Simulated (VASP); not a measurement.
S, 4 atoms in the cell. It takes space group P4_2/mnm (No. 136, tetragonal). The conventional cell has a = 5.678 Å, b = 5.678 Å, c = 2.950 Å, α = 90.00°, β = 90.00°, γ = 90.00°. S (site symmetry m2m) has 1 S at 1.87 Å within 2.5 Å. 

| Property | Result |
| --- | --- |
| Program | VASP 6.6.1 |
| Task | single point |
| Functional | PBE |
| Dispersion | D3(BJ) |
| Potentials or basis | VASP PAW PBE potentials, release 64 (S) |
| Cutoff | 520 eV |
| k mesh | 3 × 1 × 3 |
| Occupations | methfessel-paxton, width 0.1 eV |
| Spin | no spin polarisation |
| Dipole correction | no |
| Further INCAR settings | ALGO = Normal; EDIFF = 1e-06; NBANDS = 20; ISYM = 0 |

Potentials or basis: VASP PAW PBE potentials, release 64 (S).

Run with:

```sh
$ cat potpaw_PBE.64/S/POTCAR > POTCAR
$ mpirun -np 1 vasp_std > vasp.out
```

Hardware: 1 thread of Intel Xeon 8259CL, with other jobs on the host.

Estimate the wall time of this run.

Run time: 14 s on 1 thread of Intel Xeon 8259CL (shared host), peak memory 0.19 GiB. Counts: scf iterations 13, k points 5.
